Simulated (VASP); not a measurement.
# CuAu (P4/mmm) in VASP: further runs

CuAu is run at these levels: PBE; tasks: single point.

Program: VASP 6.6.1. These are calculated values, not measurements. Logs are shortened: lines on timing, memory, paths and dates and some standing lists are left out, and cuts for length are marked.

## (1) The cell of the first run

It takes space group P4/mmm (No. 123, tetragonal). The conventional cell has a = 2.660 Å, b = 2.660 Å, c = 3.578 Å, α = 90.00°, β = 90.00°, γ = 90.00°. Cu (site symmetry 4/mmm) has 8 Au at 2.60 Å and 4 Cu at 2.66 Å within 3.4 Å. Within 3.4 Å of Au (site symmetry 4/mmm) lie 8 Cu at 2.60 Å and 4 Au at 2.66 Å.

## (2) Single point, PBE (strain -0.050 along x and y, -0.025 along z)

The input, INCAR:

```
SYSTEM = CuAu
  ALGO = Fast
  EDIFF = 1E-6
  ENCUT = 520
  GGA = PE
  ISIF = 2
  ISMEAR = 0
  LASPH = .TRUE.
  LCHARG = .FALSE.
  LREAL = .FALSE.
  LWAVE = .FALSE.
  NBANDS = 18
  NELM = 80
  PREC = Accurate
  SIGMA = 0.15
```

The input, KPOINTS:

```
k-points
0
G
  18 18 14
  0 0 0
```

The input, POSCAR:

```
CuAu
1.0
    2.6600000000      0.0000000000      0.0000000000
    0.0000000000      2.6600000000      0.0000000000
    0.0000000000      0.0000000000      3.5782500000
Cu Au
1 1
Direct
    0.5000000000      0.5000000000      0.5000000000
    0.0000000000      0.0000000000      0.0000000000
```

Potentials or basis: VASP PAW PBE potentials, release 64 (Cu, Au).

Run with:

```sh
> cat potpaw_PBE.64/Cu/POTCAR potpaw_PBE.64/Au/POTCAR > POTCAR
> mpirun -np 1 vasp_std > vasp.out
```

OUTCAR:

```text
SYSTEM = CuAu
   EDIFF = 1E-6
   ENCUT = 520
   GGA = PE
   ISIF = 2
   ISMEAR = 0
   LASPH = .TRUE.
   LREAL = .FALSE.
   NELM = 80
   PREC = Accurate

 ion  position               nearest neighbor table
   1  0.500  0.500  0.500-   2 2.60   2 2.60   2 2.60   2 2.60   2 2.60   2 2.60   2 2.60   2 2.60

   2  0.000  0.000  0.000-   1 2.60   1 2.60   1 2.60   1 2.60   1 2.60   1 2.60   1 2.60   1 2.60

  LATTYP: Found a simple tetragonal cell.
 ALAT       =     2.6600000000
 C/A-ratio  =     1.3452067669

  Lattice vectors:

 A1 = (   2.6600000000,   0.0000000000,   0.0000000000)
 A2 = (   0.0000000000,   2.6600000000,   0.0000000000)
 A3 = (   0.0000000000,   0.0000000000,   3.5782500000)

Analysis of symmetry for initial positions (statically):
=====================================================================
 Subroutine PRICEL returns:
 Original cell was already a primitive cell.

 Routine SETGRP: Setting up the symmetry group for a
 simple tetragonal supercell.

 Subroutine GETGRP returns: Found 16 space group operations
 (whereof 16 operations were pure point group operations)
 out of a pool of 16 trial point group operations.

The static configuration has the point symmetry D_4h.

Analysis of symmetry for dynamics (positions and initial velocities):
=====================================================================
 Subroutine PRICEL returns:
 Original cell was already a primitive cell.

 Routine SETGRP: Setting up the symmetry group for a
 simple tetragonal supercell.

 Subroutine GETGRP returns: Found 16 space group operations
 (whereof 16 operations were pure point group operations)
 out of a pool of 16 trial point group operations.

The dynamic configuration has the point symmetry D_4h.

 Subroutine INISYM returns: Found 16 space group operations
 (whereof 16 operations are pure point group operations),
 and found     1 'primitive' translations

----------------------------------------------------------------------------------------

                                     Primitive cell

  volume of cell :      25.3183

  direct lattice vectors                    reciprocal lattice vectors
     2.660000000  0.000000000  0.000000000     0.375939850  0.000000000  0.000000000
     0.000000000  2.660000000  0.000000000     0.000000000  0.375939850  0.000000000
     0.000000000  0.000000000  3.578250000     0.000000000  0.000000000  0.279466220

  length of vectors
     2.660000000  2.660000000  3.578250000     0.375939850  0.375939850  0.279466220

  position of ions in fractional coordinates (direct lattice)
     0.500000000  0.500000000  0.500000000
[... 81 lines left out ...]
   NSW    =      0    number of steps for IOM
   IBRION =     -1    ionic relax: 0-MD 1-quasi-New 2-CG
   NFREE  =      0    steps in history (QN), initial steepest desc. (CG)
   ISIF   =      2    stress and relaxation
   ISYM   =      2    0-nonsym 1-usesym 2-fastsym
   POTIM  = 0.5000    time-step for ionic-motion
   TEBEG  =    0.0;   TEEND  =   0.0 temperature during run
   PSTRESS=    0.0 pullay stress
   NELECT =      22.0000    total number of electrons
   NUPDOWN=      -1.0000    fix difference up-down
   EMIN   =  10.00;   EMAX   =-10.00  energy-range for DOS
   EFERMI =   0.00;   METHOD = LEGACY
   ISMEAR =     0;   SIGMA  =   0.15  broadening in eV -4-tet -1-fermi 0-gaus
   EFERMI_NEDOS =   21; number of points for ismear=-14 and -15
   IALGO  =     68    algorithm
   IMIX   =      4    mixing-type and parameters
     AMIX     =   0.40;   BMIX     =  1.00
     AMIX_MAG =   1.60;   BMIX_MAG =  1.00
  volume/ion in A,a.u.               =      12.66        85.43
  Fermi-wavevector in a.u.,A,eV,Ry     =   1.562204  2.952137 33.204764  2.440481
  Thomas-Fermi vector in A             =   2.665157
   LORBIT       =      0    0 simple, 1 ext, 2 COOP (PROOUT), +10 PAW based schemes
   GGA     = PE    functional components
   LHFCALC =     F    Hartree Fock is set to
   AEXX    =    0.0000 exact exchange contribution
   IVDW    =     0    specifies the selected vdW correction
   LEPSILON=     F    determine dielectric tensor
   LRPA    =     F    only Hartree local field effects (RPA)
 non-spin polarized calculation
 RMM-DIIS sequential band-by-band and
 Gauss-broadening in eV      SIGMA  =   0.15
  energy-cutoff  :      520.00
  volume of cell :       25.32
 maximum number of plane-waves:       696
 NGX is ok and might be reduce to    20
   NGX =  9   NGY =  9   NGZ = 13

 number of electron      22.0000012 magnetization

 Free energy of the ion-electron system (eV)
  ---------------------------------------------------
  ext. energy  EPLUGINS =         0.00000000
  ---------------------------------------------------
  free energy    TOTEN  =        -6.58760980 eV

  energy without entropy =       -6.58205271  energy(sigma->0) =       -6.58483126

 E-fermi :  11.0510     XC(G=0): -13.5042

 val. band max:       11.0421984651   @ k =   0.2778   0.0556   0.3571
 cond. band min:      11.0533325659   @ k =   0.3889   0.3889   0.2143
 fundamental gap:      0.0111341008
 Fermi energy:        11.0510301674

 k-point     1 :       0.0000    0.0000    0.0000
  band No.  band energies     occupation
      1      -0.2034      2.00000
      2       3.0748      2.00000
      3       3.2717      2.00000
      4       6.3443      2.00000
      5       6.3443      2.00000
      6       7.5667      2.00000
[... 481 lines left out ...]
      5       6.3415      2.00000
      6       6.5895      2.00000
[... 10 lines left out ...]
     17      26.5302      0.00000
     18      29.9193      0.00000

 [... further k-points ...]

------------------------ aborting loop because EDIFF is reached ----------------------------------------

  FORCE on cell =-STRESS in cart. coord.  units (eV):
  Direction    XX          YY          ZZ          XY          YZ          ZX
  --------------------------------------------------------------------------------------
  -------------------------------------------------------------------------------------
  Total        6.3861647      6.3861647      5.6556493      0.0000000      0.0000000      0.0000000
  in kB      404.1259532    404.1259532    357.8978570      0.0000000      0.0000000      0.0000000
  external PRESSURE =     388.7165878 kB  Pullay stress =       0.0000000 kB

 VOLUME and BASIS-vectors are now :
 -----------------------------------------------------------------------------
  energy-cutoff  :      520.00
  volume of cell :       25.32
      direct lattice vectors                 reciprocal lattice vectors
     2.660000000  0.000000000  0.000000000     0.375939850  0.000000000  0.000000000
     0.000000000  2.660000000  0.000000000     0.000000000  0.375939850  0.000000000
     0.000000000  0.000000000  3.578250000     0.000000000  0.000000000  0.279466220

 POSITION                                       TOTAL-FORCE (eV/Angst)
 -----------------------------------------------------------------------------------
      1.33000      1.33000      1.78913         0.000000      0.000000      0.000000
      0.00000      0.00000      0.00000         0.000000      0.000000      0.000000
 -----------------------------------------------------------------------------------
    total drift:                               -0.000000      0.000000      0.000000

  FREE ENERGIE OF THE ION-ELECTRON SYSTEM (eV)
  ---------------------------------------------------
  free  energy   TOTEN  =        -6.5876098020 eV

  energy  without entropy=       -6.5820527125  energy(sigma->0) =       -6.58483126
```

stdout:

```text
POSCAR found type information on POSCAR CuAu
 POSCAR found :  2 types and       2 ions
 scaLAPACK will be used
 LDA part: xc-table for (Slater+PW92), standard interpolation
 POSCAR, INCAR and KPOINTS ok, starting setup
 FFT: planning ... GRIDC
 FFT: planning ... GRID_SOFT
 FFT: planning ... GRID
 WAVECAR not read
 entering main loop
WARNING in EDDRMM: call to ZHEGV failed, returncode =   8  4     18
WARNING in EDDRMM: call to ZHEGV failed, returncode =   8  4     17
```

It took 74 s on 1 thread of Intel Xeon 6975P-C (Granite Rapids), shared host; peak memory 0.31 GiB.

What came out:

- Free energy: -6.5876 eV
- Pressure: 38.9 GPa
- Band gap on the k mesh: zero (band 11 reaches 16.93 eV, above the bottom of band 12 at 8.73 eV)

Caveat: the cell differs from its parent crystal (strain -0.050 along x and y, -0.025 along z); spin-orbit coupling is left out, which moves the levels of the heavy elements.

## (3) Single point, PBE (strain -0.050 along x and y, +0.000 along z)

The input, INCAR:

```
SYSTEM = CuAu
PREC = Accurate ; ENCUT = 520
EDIFF = 1E-7 ; ISMEAR = 0
SIGMA = 0.15 ; LREAL = .False.
LASPH = .True. ; NELM = 100
ALGO = Fast ; ISIF = 2
LWAVE = .False. ; LCHARG = .False.
GGA = PE ; NBANDS = 18
```

The input, KPOINTS:

```
regular mesh
0
Gamma
  18 18 14
  0 0 0
```

POSCAR: that of step 2 with these lines changed.

```diff
@@ -4,3 +4,3 @@
     0.0000000000      2.6600000000      0.0000000000
-    0.0000000000      0.0000000000      3.5782500000
+    0.0000000000      0.0000000000      3.6700000000
 Cu Au
```

Potentials or basis: VASP PAW PBE potentials, release 64 (Cu, Au).

Run with:

```sh
> cat potpaw_PBE.64/Cu/POTCAR potpaw_PBE.64/Au/POTCAR > POTCAR
> mpirun -np 1 vasp_std > vasp.out
```

It took 89 s on 1 thread of Intel Xeon 6975P-C (Granite Rapids), shared host; peak memory 0.31 GiB.

Results (log left out):

```yaml
Free_energy: -6.7133 eV
Pressure: 31.0 GPa
Band_gap_on_the_k_mesh: zero (band 11 reaches 16.43 eV, above the bottom of band 12 at 8.41 eV)
```

Stress tensor (GPa, compression positive):
```
33.21  0.00  0.00
 0.00 33.21  0.00
 0.00  0.00 26.62
```

Levels at points of the mesh, in eV from the Fermi level:
```csv
k point,band 7,band 8,band 9,band 10,band 11,band 12,band 13,band 14,band 15,band 16
"(0.00, 0.00, 0.00)",-3.08,-2.55,-1.87,-1.60,-1.60,1.15,8.09,11.15,11.15,17.41
"(0.50, 0.00, 0.00)",-3.51,-3.49,-2.73,-2.49,-0.83,0.37,9.23,9.54,11.60,11.94
"(0.50, 0.50, 0.00)",-1.77,-1.57,-1.57,-1.38,0.67,0.67,6.51,8.15,9.92,11.74
"(0.00, 0.00, 0.50)",-3.80,-2.88,-2.79,-2.63,-2.63,-2.19,15.16,15.20,15.76,15.76
"(0.50, 0.00, 0.50)",-1.88,-1.86,-1.84,-1.76,-1.58,-1.57,3.36,4.91,16.26,16.75
"(0.50, 0.50, 0.50)",-3.59,-2.52,-1.77,-1.38,5.84,5.84,6.07,7.33,7.33,7.48
```

Caveat: the cell differs from its parent crystal (strain -0.050 along x and y, +0.000 along z); spin-orbit coupling is left out, which moves the levels of the heavy elements.

## (4) Single point, PBE (strain -0.025 along x and y, -0.050 along z)

The input, INCAR:

```
SYSTEM = CuAu
PREC = Accurate
ENCUT = 520
EDIFF = 1E-6
ISMEAR = 0
SIGMA = 0.15
LREAL = .FALSE.
LASPH = .TRUE.
NELM = 100
ALGO = Fast
ISIF = 2
LWAVE = .FALSE.
LCHARG = .FALSE.
GGA = PE
NBANDS = 18
```

The input, KPOINTS:

```
regular mesh
0
G
  18 18 14
  0 0 0
```

The input, POSCAR:

```
CuAu
1.0
    2.7300000000      0.0000000000      0.0000000000
    0.0000000000      2.7300000000      0.0000000000
    0.0000000000      0.0000000000      3.4865000000
Cu Au
1 1
Direct
    0.5000000000      0.5000000000      0.5000000000
    0.0000000000      0.0000000000      0.0000000000
```

Run with:

```sh
> cat potpaw_PBE.64/Cu/POTCAR potpaw_PBE.64/Au/POTCAR > POTCAR
> mpirun -np 1 vasp_std > vasp.out
```

Wall time 74 s (1 thread of Intel Xeon 6975P-C (Granite Rapids), shared host); peak memory 0.31 GiB.

Results (log left out):

```
Free energy            : -6.7429 eV
Pressure               : 30.4 GPa
Band gap on the k mesh : zero (band 11 reaches 16.24 eV, above the bottom of band 12 at 8.25 eV)
```

Stress tensor (GPa, compression positive):
```
30.77  0.00  0.00
 0.00 30.77  0.00
 0.00  0.00 29.59
```

Levels at points of the mesh, in eV from the Fermi level:
```
           k point  band 9  band 10  band 11  band 12  band 13  band 14
(0.00, 0.00, 0.00)   -1.89    -1.62    -1.62     2.31     9.60    10.08
(0.50, 0.00, 0.00)   -2.85    -2.60    -1.10    -0.13    10.15    10.40
(0.50, 0.50, 0.00)   -1.48    -1.48     0.16     0.16     5.65     7.63
(0.00, 0.00, 0.50)   -2.77    -2.77    -2.70    -2.35    14.53    15.24
(0.50, 0.00, 0.50)   -1.76    -1.67    -1.56    -1.54     3.17     5.15
(0.50, 0.50, 0.50)   -1.94    -1.75     5.64     5.77     5.77     6.93
```

Caveat: the cell differs from its parent crystal (strain -0.025 along x and y, -0.050 along z); spin-orbit coupling is left out, which moves the levels of the heavy elements.

## (5) Single point, PBE (strain -0.050 along x and y, +0.025 along z)

The input, INCAR:

```
PREC = Accurate
ENCUT = 520
EDIFF = 1E-7
ISMEAR = 0
SIGMA = 0.15
LREAL = F
LASPH = T
NELM = 60
ALGO = Fast
ISIF = 2
LWAVE = F
LCHARG = T
GGA = PE
LELF = T
LVHAR = T
NBANDS = 18
```

The input, KPOINTS:

```
Automatic mesh
0
Gamma
  18 18 14
```

The input, POSCAR:

```
CuAu
1.0
    2.6600000000      0.0000000000      0.0000000000
    0.0000000000      2.6600000000      0.0000000000
    0.0000000000      0.0000000000      3.7617500000
Cu Au
1 1
Direct
    0.5000000000      0.5000000000      0.5000000000
    0.0000000000      0.0000000000      0.0000000000
```

Run with:

```sh
> cat potpaw_PBE.64/Cu/POTCAR potpaw_PBE.64/Au/POTCAR > POTCAR
> mpirun -np 1 vasp_std > vasp.out
```

It took 82 s on 1 thread of Intel Xeon 6975P-C (Granite Rapids), shared host; peak memory 0.32 GiB.

Results (log left out):

```yaml
Free_energy: -6.8058 eV
Pressure: 24.6 GPa
Band_gap_on_the_k_mesh: zero (band 11 reaches 15.97 eV, above the bottom of band 12 at 8.09 eV)
```

Stress tensor (GPa, compression positive):
```
27.49  0.00  0.00
 0.00 27.49  0.00
 0.00  0.00 18.96
```

Levels at points of the mesh, in eV from the Fermi level:
```tsv
k point	band 8	band 9	band 10	band 11	band 12	band 13	band 14	band 15
(0.00, 0.00, 0.00)	-2.54	-1.81	-1.57	-1.57	0.88	7.41	11.40	11.40
(0.50, 0.00, 0.00)	-3.35	-2.61	-2.36	-0.72	0.48	8.87	9.18	10.99
(0.50, 0.50, 0.00)	-1.58	-1.58	-1.26	0.92	0.92	6.60	8.10	9.73
(0.00, 0.00, 0.50)	-2.82	-2.65	-2.50	-2.50	-2.07	14.89	15.29	15.77
(0.50, 0.00, 0.50)	-1.79	-1.77	-1.75	-1.45	-1.44	3.32	4.69	16.25
(0.50, 0.50, 0.50)	-2.44	-1.66	-1.26	5.81	5.81	6.14	7.15	7.15
```

Caveat: the cell differs from its parent crystal (strain -0.050 along x and y, +0.025 along z); spin-orbit coupling is left out, which moves the levels of the heavy elements.

## (6) Single point, PBE (strain -0.025 along x and y, -0.025 along z)

The input, INCAR:

```
PREC = Accurate
ENCUT = 520
EDIFF = 1E-6
ISMEAR = 0
SIGMA = 0.15
LREAL = False
LASPH = True
NELM = 100
ALGO = Fast
ISIF = 2
LWAVE = False
LCHARG = False
GGA = PE
NBANDS = 18
```

The input, KPOINTS:

```
regular mesh
0
Gamma
  18 18 14
```

The input, POSCAR:

```
CuAu
1.0
    2.7300000000      0.0000000000      0.0000000000
    0.0000000000      2.7300000000      0.0000000000
    0.0000000000      0.0000000000      3.5782500000
Cu Au
1 1
Direct
    0.5000000000      0.5000000000      0.5000000000
    0.0000000000      0.0000000000      0.0000000000
```

Potentials or basis: VASP PAW PBE potentials, release 64 (Cu, Au).

Run with:

```sh
> cat potpaw_PBE.64/Cu/POTCAR potpaw_PBE.64/Au/POTCAR > POTCAR
> mpirun -np 1 vasp_std > vasp.out
```

Run time: 75 s. Hardware: 1 thread of Intel Xeon 6975P-C (Granite Rapids), shared host; peak memory 0.32 GiB.

Results (log left out):

| Quantity | Value |
| --- | --- |
| Free energy | -6.8521 eV |
| Pressure | 22.9 GPa |
| Band gap on the k mesh | zero (band 11 reaches 15.83 eV, above the bottom of band 12 at 7.93 eV) |

Stress tensor (GPa, compression positive):
```
23.50  0.00  0.00
 0.00 23.50  0.00
 0.00  0.00 21.83
```

Levels at points of the mesh, in eV from the Fermi level:
| k point | band 7 | band 8 | band 9 | band 10 | band 11 | band 12 | band 13 | band 14 | band 15 | band 16 |
| --- | --- | --- | --- | --- | --- | --- | --- | --- | --- | --- |
| (0.00, 0.00, 0.00) | -3.19 | -2.38 | -1.85 | -1.59 | -1.59 | 1.95 | 8.83 | 10.33 | 10.33 | 17.50 |
| (0.50, 0.00, 0.00) | -3.44 | -3.38 | -2.71 | -2.48 | -0.98 | -0.02 | 9.73 | 9.95 | 12.11 | 12.15 |
| (0.50, 0.50, 0.00) | -1.83 | -1.66 | -1.48 | -1.48 | 0.40 | 0.40 | 5.73 | 7.56 | 10.28 | 11.94 |
| (0.00, 0.00, 0.50) | -3.65 | -2.93 | -2.67 | -2.63 | -2.63 | -2.22 | 14.65 | 15.20 | 15.20 | 15.43 |
| (0.50, 0.00, 0.50) | -1.97 | -1.92 | -1.75 | -1.67 | -1.45 | -1.44 | 3.08 | 4.90 | 16.01 | 16.44 |
| (0.50, 0.50, 0.50) | -3.43 | -2.43 | -1.82 | -1.66 | 5.68 | 5.71 | 5.71 | 6.92 | 7.13 | 7.39 |

Caveat: the cell differs from its parent crystal (strain -0.025 along x and y, -0.025 along z); spin-orbit coupling is left out, which moves the levels of the heavy elements.

## (7) Overview

| cell | further INCAR settings | gap on the mesh (eV) | pressure (GPa) |
| --- | --- | --- | --- |
| a = 2.660, b = 2.660, c = 3.578 Å, 2 atoms | ALGO = Fast; EDIFF = 1e-06; NBANDS = 18 | none | 38.9 |
| a = 2.660, b = 2.660, c = 3.670 Å, 2 atoms | ALGO = Fast; EDIFF = 1e-07; NBANDS = 18 | none | 31.0 |
| a = 2.730, b = 2.730, c = 3.486 Å, 2 atoms | ALGO = Fast; EDIFF = 1e-06; NBANDS = 18 | none | 30.4 |
| a = 2.660, b = 2.660, c = 3.762 Å, 2 atoms | ALGO = Fast; EDIFF = 1e-07; NBANDS = 18 | none | 24.6 |
| a = 2.730, b = 2.730, c = 3.578 Å, 2 atoms | ALGO = Fast; EDIFF = 1e-06; NBANDS = 18 | none | 22.9 |

Alike in all rows: task single point; level PBE; potentials or basis VASP PAW PBE potentials, release 64 (Cu, Au); no spin polarisation; k mesh 18 × 18 × 14; cutoff (eV) 520; smearing gaussian 0.15 eV.

Caveats: spin-orbit coupling is left out, which moves the levels of the heavy elements.

Absolute energies hang on the potentials; compare differences alone.
